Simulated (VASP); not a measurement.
Here is a VASP 6.6.1 calculation.

The input POSCAR:

```
MgO
1.0
    3.4840198093      0.0000000000      0.0000000000
   -1.7420099047      3.0172496621      0.0000000000
    0.0000000000      0.0000000000      4.1853204648
Mg O
2 2
Direct
    0.3333333333      0.6666666667      0.2500000000
    0.6666666667      0.3333333333      0.7500000000
    0.6666666667      0.3333333333      0.2500000000
    0.3333333333      0.6666666667      0.7500000000
```

Contents of INCAR.step1:

```
SYSTEM = MgO
PREC     = Accurate       ! precision mode
ENCUT    = 520            ! plane-wave cutoff, eV
ISMEAR   = 0              ! smearing method
SIGMA    = 0.01           ! smearing width, eV
LREAL    = .False.        ! projectors in reciprocal space
LASPH    = .True.         ! aspherical terms in the spheres
NELM     = 100            ! most SCF steps
NBANDS   = 16             ! bands
GGA      = PE             ! functional
ALGO     = Normal         ! electronic algorithm
EDIFF    = 1E-4           ! SCF threshold, eV
LWAVE    = .True.         ! write WAVECAR
LCHARG   = .False.        ! write CHGCAR
```

INCAR.step2

```
SYSTEM = MgO
PREC     = Accurate       ! precision mode
ENCUT    = 520            ! plane-wave cutoff, eV
EDIFF    = 1E-6           ! SCF threshold, eV
ISMEAR   = 0              ! smearing method
SIGMA    = 0.01           ! smearing width, eV
LREAL    = .False.        ! projectors in reciprocal space
LASPH    = .True.         ! aspherical terms in the spheres
NELM     = 100            ! most SCF steps
ALGO     = Normal         ! electronic algorithm
ISIF     = 2              ! what is computed and relaxed
LWAVE    = .False.        ! write WAVECAR
LCHARG   = .False.        ! write CHGCAR
METAGGA  = R2SCAN         ! meta-GGA
LMIXTAU  = .True.       
NBANDS   = 16             ! bands
ISTART   = 1
```

The input KPOINTS:

```
regular mesh
0
Gamma
  12 12 6
  0 0 0
```

Potentials or basis: VASP PAW PBE potentials, release 64 (Mg, O).

The run is started by

```bash
$ cat potpaw_PBE.64/Mg/POTCAR potpaw_PBE.64/O/POTCAR > POTCAR
$ cp INCAR.step1 INCAR
$ mpirun -np 1 vasp_std > vasp.out
$ cp INCAR.step2 INCAR
$ mpirun -np 1 vasp_std > vasp.out
```

Question: Estimate the pressure.

Answer: -0.8 GPa.

Question: Predict the band gap on the k mesh.

Answer: 4.08 eV, direct.

Stress tensor (GPa, compression positive):
```
-0.66  0.00  0.00
 0.00 -0.66  0.00
 0.00  0.00 -0.96
```

Caveat: the PAW data sets were made with another functional, which shifts forces and pressure a little. A k mesh can miss the band edges.
